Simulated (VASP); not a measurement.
# RbBr in VASP: a series of runs

The runs below take RbBr through single point, with PBE.

Everything below comes from runs of VASP 6.6.1. Logs are shortened: lines on timing, memory, paths and dates and some standing lists are left out, and cuts for length are marked.

**1. The cell of the first run**

Symmetry: I4mm, No. 107, tetragonal system. The conventional cell has a = 4.962 Å, b = 4.962 Å, c = 7.017 Å, α = 90.00°, β = 90.00°, γ = 90.00°. Within 4.5 Å of Rb (site symmetry 4mm) lie 6 Br at 3.46 to 3.56 Å. Br (site symmetry 4mm) has 6 Rb at 3.46 to 3.56 Å within 4.5 Å.

**2. Single point, PBE (atom 1 (Rb) moved 0.05 Å along z)**

Input file INCAR:

```
ALGO = Normal
EDIFF = 1E-7
ENCUT = 520
GGA = PE
ISIF = 2
ISMEAR = 0
LASPH = True
LCHARG = False
LREAL = False
LWAVE = False
NBANDS = 15
NELM = 80
PREC = Accurate
SIGMA = 0.05
```

Input file KPOINTS:

```
k-points
0
Gamma
  8 8 8
```

Input file POSCAR:

```
RbBr
1.0
    0.0000000000      3.5083429181      3.5083429181
    3.5083429181      0.0000000000      3.5083429181
    3.5083429181      3.5083429181      0.0000000000
Rb Br
1 1
Direct
    0.5071258713      0.5071258713      0.4928741287
    0.0000000000      0.0000000000      0.0000000000
```

Potentials or basis: VASP PAW PBE potentials, release 64 (Rb_sv, Br).

Launch:

```
> cat potpaw_PBE.64/Rb_sv/POTCAR potpaw_PBE.64/Br/POTCAR > POTCAR
> mpirun -np 1 vasp_std > vasp.out
```

OUTCAR:

```text
EDIFF = 1E-7
   ENCUT = 520
   GGA = PE
   ISIF = 2
   ISMEAR = 0
   LASPH = True
   LREAL = False
   NELM = 80
   PREC = Accurate

 ion  position               nearest neighbor table
   1  0.507  0.507  0.493-   2 3.46   2 3.51   2 3.51   2 3.51   2 3.51   2 3.56
   2  0.000  0.000  0.000-   1 3.46   1 3.51   1 3.51   1 3.51   1 3.51   1 3.56

  LATTYP: Found a face centered cubic cell.
 ALAT       =     7.0166858362

  Lattice vectors:

 A1 = (   0.0000000000,   3.5083429181,   3.5083429181)
 A2 = (   3.5083429181,   0.0000000000,   3.5083429181)
 A3 = (   3.5083429181,   3.5083429181,   0.0000000000)

Analysis of symmetry for initial positions (statically):
=====================================================================
 Subroutine PRICEL returns:
 Original cell was already a primitive cell.

 Routine SETGRP: Setting up the symmetry group for a
 face centered cubic supercell.

 Subroutine GETGRP returns: Found  8 space group operations
 (whereof  8 operations were pure point group operations)
 out of a pool of 48 trial point group operations.

The static configuration has the point symmetry C_4v.

Analysis of symmetry for dynamics (positions and initial velocities):
=====================================================================
 Subroutine PRICEL returns:
 Original cell was already a primitive cell.

 Routine SETGRP: Setting up the symmetry group for a
 face centered cubic supercell.

 Subroutine GETGRP returns: Found  8 space group operations
 (whereof  8 operations were pure point group operations)
 out of a pool of 48 trial point group operations.

The dynamic configuration has the point symmetry C_4v.

 Subroutine INISYM returns: Found  8 space group operations
 (whereof  8 operations are pure point group operations),
 and found     1 'primitive' translations

----------------------------------------------------------------------------------------

                                     Primitive cell

  volume of cell :      86.3647

  direct lattice vectors                    reciprocal lattice vectors
     0.000000000  3.508342918  3.508342918    -0.142517425  0.142517425  0.142517425
     3.508342918  0.000000000  3.508342918     0.142517425 -0.142517425  0.142517425
     3.508342918  3.508342918  0.000000000     0.142517425  0.142517425 -0.142517425

  length of vectors
     4.961546136  4.961546136  4.961546136     0.246847422  0.246847422  0.246847422

  position of ions in fractional coordinates (direct lattice)
     0.507125871  0.507125871  0.492874129
     0.000000000  0.000000000  0.000000000

  ion indices of the primitive-cell ions
   primitive index   ion index
                 1           1
                 2           2

----------------------------------------------------------------------------------------

 KPOINTS: k-points

Automatic generation of k-mesh.
 Grid dimensions read from file:
 generate k-points for:    8    8    8

 Generating k-lattice:

  Cartesian coordinates                     Fractional coordinates (reciprocal lattice)
    -0.017814678  0.017814678  0.017814678     0.125000000  0.000000000  0.000000000
     0.017814678 -0.017814678  0.017814678     0.000000000  0.125000000  0.000000000
     0.017814678  0.017814678 -0.017814678     0.000000000  0.000000000  0.125000000

  Length of vectors
     0.030855928  0.030855928  0.030855928

  Shift w.r.t. Gamma in fractional coordinates (k-lattice)
     0.000000000  0.000000000  0.000000000

 Subroutine IBZKPT returns following result:
 ===========================================

 Found     59 irreducible k-points:

 Following reciprocal coordinates:
            Coordinates               Weight
  0.000000  0.000000  0.000000      1.000000
  0.125000  0.000000  0.000000      8.000000
  0.250000  0.000000  0.000000      8.000000
  0.375000  0.000000  0.000000      8.000000
  0.500000  0.000000  0.000000      4.000000
  0.125000  0.125000  0.000000      2.000000
[... 16 lines left out ...]
  0.000000  0.375000  0.250000     16.000000
  0.500000  0.250000  0.000000      8.000000
 [... further k-points ...]
   k-points           NKPTS =     59   k-points in BZ     NKDIM =     59   number of bands    NBANDS=     15
   number of dos      NEDOS =    301   number of ions     NIONS =      2
   total plane-waves  NPLWV =  64000
   dimension x,y,z NGX =    40 NGY =   40 NGZ =   40
   dimension x,y,z NGXF=    80 NGYF=   80 NGZF=   80
   ions per type =               1   1
   NGX,Y,Z   is equivalent  to a cutoff of  13.40, 13.40, 13.40 a.u.
   NGXF,Y,Z  is equivalent  to a cutoff of  26.81, 26.81, 26.81 a.u.
 SYSTEM =  unknown system
   PREC   = accura    normal or accurate (medium, high low for compatibility)
   ISTART =      0    job   : 0-new  1-cont  2-samecut
   ICHARG =      2    charge: 1-file 2-atom 10-const
   ISPIN  =      1    spin polarized calculation?
   LNONCOLLINEAR =      F non collinear calculations
   LSORBIT =      F    spin-orbit coupling
[... 32 lines left out ...]
   LEPSILON=     F    determine dielectric tensor
   LRPA    =     F    only Hartree local field effects (RPA)
 non-spin polarized calculation
 Gauss-broadening in eV      SIGMA  =   0.05
  energy-cutoff  :      520.00
  volume of cell :       86.36
 maximum number of plane-waves:      2346
 NGX is ok and might be reduce to    40

 number of electron      15.9999999 magnetization

 Free energy of the ion-electron system (eV)
  ---------------------------------------------------
  ext. energy  EPLUGINS =         0.00000000
  ---------------------------------------------------
  free energy    TOTEN  =        -6.11443448 eV

  energy without entropy =       -6.11443448  energy(sigma->0) =       -6.11443448

 E-fermi :  -1.7448     XC(G=0):  -6.9589

 val. band max:       -2.0053790019   @ k =   0.0000   0.0000   0.0000
 cond. band min:       2.1854639010   @ k =   0.0000   0.0000   0.0000
 fundamental gap:      4.1908429029
 Fermi energy:        -1.7447993181

 k-point     1 :       0.0000    0.0000    0.0000
  band No.  band energies     occupation
      1     -26.5716      2.00000
      2     -14.1205      2.00000
      3     -10.6427      2.00000
      4     -10.6426      2.00000
      5     -10.6426      2.00000
      6      -2.0055      2.00000
      7      -2.0055      2.00000
      8      -2.0054      2.00000
      9       2.1855      0.00000
     10       5.2485      0.00000
     11       5.2494      0.00000
     12       5.2494      0.00000
     13       6.0888      0.00000
     14       6.0926      0.00000
     15       8.8134      0.00000

 k-point     2 :       0.1250    0.0000    0.0000
  band No.  band energies     occupation
      1     -26.5706      2.00000
      2     -14.1247      2.00000
      3     -10.6443      2.00000
      4     -10.6436      2.00000
      5     -10.6376      2.00000
      6      -2.1679      2.00000
      7      -2.0518      2.00000
      8      -2.0516      2.00000
      9       2.5344      0.00000
     10       5.1485      0.00000
     11       5.4218      0.00000
     12       5.4219      0.00000
     13       6.2966      0.00000
     14       6.3008      0.00000
     15       9.3660      0.00000

 k-point     3 :       0.2500    0.0000    0.0000
  band No.  band energies     occupation
      1     -26.5684      2.00000
      2     -14.1348      2.00000
      3     -10.6466      2.00000
      4     -10.6461      2.00000
      5     -10.6270      2.00000
      6      -2.4994      2.00000
      7      -2.1593      2.00000
      8      -2.1590      2.00000
      9       3.3761      0.00000
     10       5.0776      0.00000
     11       5.9188      0.00000
     12       5.9190      0.00000
     13       6.8669      0.00000
     14       6.8713      0.00000
     15       9.9770      0.00000
[... 343 lines left out ...]
 k-point    23 :       0.0000    0.3750    0.2500
  band No.  band energies     occupation
      1     -26.5656      2.00000
      2     -14.1128      2.00000
      3     -10.6832      2.00000
      4     -10.6768      2.00000
      5     -10.6666      2.00000
      6      -2.5858      2.00000
      7      -2.1887      2.00000
      8      -2.1527      2.00000
      9       4.0961      0.00000
     10       4.2187      0.00000
     11       6.8586      0.00000
     12       7.1391      0.00000
     13       7.2770      0.00000
     14       7.3669      0.00000
     15       8.5611      0.00000

 k-point    24 :       0.5000    0.2500    0.0000
  band No.  band energies     occupation
      1     -26.5643      2.00000
      2     -14.1128      2.00000
      3     -10.7106      2.00000
      4     -10.6735      2.00000
      5     -10.6593      2.00000
      6      -2.6021      2.00000
      7      -2.3173      2.00000
      8      -2.2308      2.00000
      9       4.4178      0.00000
     10       5.0455      0.00000
     11       6.6874      0.00000
     12       7.0574      0.00000
     13       7.4587      0.00000
     14       7.8724      0.00000
     15       8.5426      0.00000

 [... further k-points ...]

------------------------ aborting loop because EDIFF is reached ----------------------------------------

  FORCE on cell =-STRESS in cart. coord.  units (eV):
  Direction    XX          YY          ZZ          XY          YZ          ZX
  --------------------------------------------------------------------------------------
  -------------------------------------------------------------------------------------
  Total        0.0133930      0.0133930      0.0319367      0.0000000      0.0000000      0.0000000
  in kB        0.2484570      0.2484570      0.5924670      0.0000000      0.0000000      0.0000000
  external PRESSURE =       0.3631270 kB  Pullay stress =       0.0000000 kB

 VOLUME and BASIS-vectors are now :
 -----------------------------------------------------------------------------
  energy-cutoff  :      520.00
  volume of cell :       86.36
      direct lattice vectors                 reciprocal lattice vectors
     0.000000000  3.508342918  3.508342918    -0.142517425  0.142517425  0.142517425
     3.508342918  0.000000000  3.508342918     0.142517425 -0.142517425  0.142517425
     3.508342918  3.508342918  0.000000000     0.142517425  0.142517425 -0.142517425

 POSITION                                       TOTAL-FORCE (eV/Angst)
 -----------------------------------------------------------------------------------
      3.50834      3.50834      3.55834         0.000000      0.000000     -0.044914
      0.00000      0.00000      0.00000         0.000000      0.000000      0.044914
 -----------------------------------------------------------------------------------
    total drift:                               -0.000000     -0.000000      0.000009

  FREE ENERGIE OF THE ION-ELECTRON SYSTEM (eV)
  ---------------------------------------------------
  free  energy   TOTEN  =        -6.1144344802 eV

  energy  without entropy=       -6.1144344802  energy(sigma->0) =       -6.11443448
```

Wall time 70 s (1 thread of Intel Xeon Platinum 8488C (Sapphire Rapids), shared host); peak memory 0.27 GiB.

What came out:

- Free energy: -6.1144 eV
- Pressure: 0.0 GPa
- Largest force: 0.045 eV/Å
- Band gap on the k mesh: 4.19 eV, direct

Forces on the atoms (eV/Å):
```
Rb   0.000  0.000 -0.045
Br   0.000  0.000  0.045
```

Levels at points of the mesh, in eV from the valence-band top:
| k point | band 5 | band 6 | band 7 | band 8 | band 9 | band 10 | band 11 | band 12 |
| --- | --- | --- | --- | --- | --- | --- | --- | --- |
| (0.00, 0.00, 0.00) | -8.64 | 0.00 | 0.00 | 0.00 | 4.19 | 7.25 | 7.25 | 7.25 |
| (0.50, 0.00, 0.00) | -8.61 | -0.87 | -0.30 | -0.30 | 6.63 | 7.47 | 9.26 | 9.27 |
| (0.50, 0.50, 0.00) | -8.69 | -0.45 | -0.15 | -0.15 | 5.67 | 6.87 | 8.78 | 9.07 |
| (0.00, 0.50, 0.50) | -8.69 | -0.45 | -0.15 | -0.15 | 5.67 | 6.86 | 8.85 | 9.06 |

Caveat: the cell differs from its parent crystal (atom 1 (Rb) moved 0.05 Å along z). A k mesh can miss the band edges.

**3. Single point, PBE (atom 1 (Rb) moved 0.12 Å along y)**

Input file INCAR:

```
SYSTEM = RbBr
  PREC = Accurate
  ENCUT = 520
  EDIFF = 1E-6
  ISMEAR = 0
  SIGMA = 0.05
  LREAL = .FALSE.
  LASPH = .TRUE.
  NELM = 80
  ALGO = Normal
  ISIF = 2
  LWAVE = .FALSE.
  LCHARG = .FALSE.
  GGA = PE
  NBANDS = 15
```

Input file KPOINTS:

```
regular mesh
0
G
  8 8 8
  0 0 0
```

Edit POSCAR of step 2 so:

```diff
@@ -8,3 +8,3 @@
 Direct
-    0.5071258713      0.5071258713      0.4928741287
+    0.5171020910      0.4828979090      0.5171020910
     0.0000000000      0.0000000000      0.0000000000
```

Potentials or basis: VASP PAW PBE potentials, release 64 (Rb_sv, Br).

Launch:

```
> cat potpaw_PBE.64/Rb_sv/POTCAR potpaw_PBE.64/Br/POTCAR > POTCAR
> mpirun -np 1 vasp_std > vasp.out
```

Wall time 68 s (1 thread of Intel Xeon Platinum 8488C (Sapphire Rapids), shared host); peak memory 0.28 GiB.

Results (log left out):

* Free energy: -6.1090 eV
* Pressure: 0.1 GPa
* Largest force: 0.112 eV/Å
* Band gap on the k mesh: 4.19 eV, direct

Forces on the atoms (eV/Å):
```
Rb   0.000 -0.112  0.000
Br   0.000  0.112  0.000
```

Stress tensor (GPa, compression positive):
```
0.01 0.00 0.00
0.00 0.21 0.00
0.00 0.00 0.01
```

Levels at points of the mesh, in eV from the valence-band top:
```csv
k point,band 4,band 5,band 6,band 7,band 8,band 9,band 10,band 11,band 12,band 13
"(0.00, 0.00, 0.00)",-8.63,-8.63,0.00,0.00,0.00,4.19,7.26,7.27,7.27,8.10
"(0.50, 0.00, 0.00)",-8.64,-8.60,-0.87,-0.29,-0.29,6.63,7.47,9.23,9.26,9.92
"(0.50, 0.50, 0.00)",-8.69,-8.69,-0.45,-0.16,-0.15,5.69,6.86,8.85,9.07,9.17
"(0.50, 0.00, 0.50)",-8.69,-8.69,-0.45,-0.15,-0.15,5.68,6.87,8.61,9.08,9.41
```

Caveat: the cell differs from its parent crystal (atom 1 (Rb) moved 0.12 Å along y). A k mesh can miss the band edges.

**4. Single point, PBE**

This run uses another cell than the first one, of 44.05 Å³/atom, 1.020 times its volume.

Input file INCAR:

```
PREC = Accurate ; ENCUT = 520
EDIFF = 1E-7 ; ISMEAR = 0
SIGMA = 0.05 ; LREAL = False
LASPH = True ; NELM = 100
ALGO = Normal ; ISIF = 2
LWAVE = False ; LCHARG = False
GGA = PE ; NBANDS = 15
```

Input file KPOINTS:

```
Automatic mesh
0
Gamma
  8 8 8
```

Input file POSCAR:

```
RbBr
1.0
    0.0000000000      3.5083429181      3.5083429181
    3.5785097765      0.0000000000      3.5083429181
    3.5785097765      3.5083429181      0.0000000000
Rb Br
1 1
Direct
    0.5000000000      0.5000000000      0.5000000000
    0.0000000000      0.0000000000      0.0000000000
```

Launch:

```
> cat potpaw_PBE.64/Rb_sv/POTCAR potpaw_PBE.64/Br/POTCAR > POTCAR
> mpirun -np 1 vasp_std > vasp.out
```

It took 81 s on 1 thread of Intel Xeon Platinum 8488C (Sapphire Rapids), shared host; peak memory 0.27 GiB.

It converged, with:

| Property | Result |
| --- | --- |
| Free energy | -6.1132 eV |
| Pressure | -0.2 GPa |
| Band gap on the k mesh | 4.14 eV, direct |

Stress tensor (GPa, compression positive):
```
-0.44  0.00  0.00
 0.00 -0.06  0.00
 0.00  0.00 -0.06
```

Levels at points of the mesh, in eV from the valence-band top:
```csv
k point,band 6,band 7,band 8,band 9,band 10,band 11
"(0.00, 0.00, 0.00)",-0.01,0.00,0.00,4.14,7.17,7.27
"(0.50, 0.00, 0.00)",-0.85,-0.29,-0.29,6.57,7.39,9.19
"(0.50, 0.50, 0.00)",-0.44,-0.16,-0.16,5.67,6.80,8.77
"(0.00, 0.50, 0.50)",-0.47,-0.14,-0.14,5.69,6.77,8.68
```

**5. Single point, PBE**

This run uses another cell than the first one, of 40.67 Å³/atom, 0.942 times its volume.

Input file INCAR:

```
PREC = Accurate
ENCUT = 520
EDIFF = 1E-6
ISMEAR = 0
SIGMA = 0.05
LREAL = False
LASPH = True
NELM = 80
ALGO = Normal
ISIF = 2
LWAVE = False
LCHARG = False
GGA = PE
NBANDS = 15
```

Input file KPOINTS:

```
regular mesh
0
Gamma
  8 8 8
```

Input file POSCAR:

```
RbBr
1.0
    0.0000000000      3.4388859257      3.4388859257
    3.4388859257      0.0000000000      3.4388859257
    3.4388859257      3.4388859257      0.0000000000
Rb Br
1 1
Direct
    0.5000000000      0.5000000000      0.5000000000
    0.0000000000      0.0000000000      0.0000000000
```

Launch:

```
> cat potpaw_PBE.64/Rb_sv/POTCAR potpaw_PBE.64/Br/POTCAR > POTCAR
> mpirun -np 1 vasp_std > vasp.out
```

It took 35 s on 1 thread of AMD EPYC 7R43 (Zen 3), shared host; peak memory 0.18 GiB.

It converged, with:

| Item | Value |
| --- | --- |
| Free energy | -6.1023 eV |
| Pressure | 0.9 GPa |
| Band gap on the k mesh | 4.34 eV, direct |

Levels at points of the mesh, in eV from the valence-band top:
| k point | band 4 | band 5 | band 6 | band 7 | band 8 | band 9 | band 10 | band 11 | band 12 | band 13 |
| --- | --- | --- | --- | --- | --- | --- | --- | --- | --- | --- |
| (0.00, 0.00, 0.00) | -8.51 | -8.51 | 0.00 | 0.00 | 0.00 | 4.34 | 7.28 | 7.28 | 7.28 | 8.16 |
| (0.50, 0.00, 0.00) | -8.52 | -8.47 | -0.97 | -0.35 | -0.35 | 6.79 | 7.68 | 9.46 | 9.46 | 10.13 |
| (0.50, 0.50, 0.00) | -8.58 | -8.58 | -0.47 | -0.16 | -0.16 | 5.62 | 7.09 | 9.15 | 9.18 | 9.40 |

A k mesh can miss the band edges.

**6. Single point, PBE**

This run uses another cell than the first one, of 40.89 Å³/atom, 0.947 times its volume.

Input file INCAR:

```
SYSTEM = RbBr
ALGO = Normal
EDIFF = 1E-7
ENCUT = 520
GGA = PE
ISIF = 2
ISMEAR = 0
LASPH = .TRUE.
LCHARG = .FALSE.
LREAL = .FALSE.
LWAVE = .FALSE.
NBANDS = 15
NELM = 60
PREC = Accurate
SIGMA = 0.05
```

Input file KPOINTS:

```
k-points
0
G
  8 8 8
  0 0 0
```

Input file POSCAR:

```
RbBr
1.0
    0.0000000000      3.4452373314      3.4452373314
    3.4452373314      0.0000000000      3.4452373314
    3.4452373314      3.4452373314      0.0000000000
Rb Br
1 1
Direct
    0.5000000000      0.5000000000      0.5000000000
    0.0000000000      0.0000000000      0.0000000000
```

Potentials or basis: VASP PAW PBE potentials, release 64 (Rb_sv, Br).

Launch:

```
> cat potpaw_PBE.64/Rb_sv/POTCAR potpaw_PBE.64/Br/POTCAR > POTCAR
> mpirun -np 1 vasp_std > vasp.out
```

Wall time 40 s (1 thread of AMD EPYC 7R43 (Zen 3), shared host); peak memory 0.17 GiB.

It converged, with:

| Item | Value |
| --- | --- |
| Free energy | -6.1046 eV |
| Pressure | 0.8 GPa |
| Band gap on the k mesh | 4.32 eV, direct |

Levels at points of the mesh, in eV from the valence-band top:
| k point | band 5 | band 6 | band 7 | band 8 | band 9 | band 10 | band 11 | band 12 |
| --- | --- | --- | --- | --- | --- | --- | --- | --- |
| (0.00, 0.00, 0.00) | -8.52 | 0.00 | 0.00 | 0.00 | 4.32 | 7.28 | 7.28 | 7.28 |
| (0.50, 0.00, 0.00) | -8.48 | -0.96 | -0.34 | -0.34 | 6.77 | 7.66 | 9.44 | 9.44 |
| (0.50, 0.50, 0.00) | -8.59 | -0.47 | -0.16 | -0.16 | 5.63 | 7.07 | 9.12 | 9.17 |

**7. The runs side by side**

| cell | gap on the mesh (eV) | pressure (GPa) |
| --- | --- | --- |
| a = 4.962 Å, angles 60.0°, 2 atoms | 4.19 | 0.1 |
| a = 4.962, b = 5.011, c = 5.011 Å, angles 59.3, 60.3, 60.3°, 2 atoms | 4.14 | -0.2 |
| a = 4.863 Å, angles 60.0°, 2 atoms | 4.34 | 0.9 |
| a = 4.872 Å, angles 60.0°, 2 atoms | 4.32 | 0.8 |

Some of these runs hold the atoms at other places in the same cell, which the table doesn't show; runs alike in all that it shows share one row.

Alike in all rows: task single point; level PBE; potentials or basis VASP PAW PBE potentials, release 64 (Rb_sv, Br); no spin polarisation; k mesh 8 × 8 × 8; cutoff (eV) 520; smearing gaussian 0.05 eV.

Total energies depend on the potentials used, so only differences within one code and one set of settings carry meaning.
